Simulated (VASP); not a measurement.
Runs of VASP 6.6.1 on LiH. The structure is that of space group Fm-3m (No. 225), or close to it. The cells are those of the table. 

| task | level | cell | k mesh | cutoff (eV) | gap on the mesh (eV) |
| --- | --- | --- | --- | --- | --- |
| single point | r2SCAN+rVV10 | a = 3.999 Å, 8 atoms | 8 × 8 × 8 | 520 | 3.54 |
| single point | r2SCAN+rVV10 | a = 3.999 Å, 8 atoms | 6 × 6 × 6 | 520 | 3.54 |
| single point | PBEsol | a = 3.982 Å, 8 atoms | 6 × 6 × 6 | 520 | 2.73 |
| relaxation of cell and atoms | r2SCAN+rVV10 | relaxed from a = 3.982 Å, 8 atoms | 6 × 6 × 6 | 600 | (a) |

Alike in all rows: potentials or basis VASP PAW PBE potentials, release 64 (Li_sv, H); no spin polarisation; smearing fermi-dirac 0.03 eV.

Q: Fill in the values left out.

A: (a) 3.53.

Caveats: the relaxation stopped at its first step, so nothing moved (at least some runs).

A k mesh can miss the band edges.
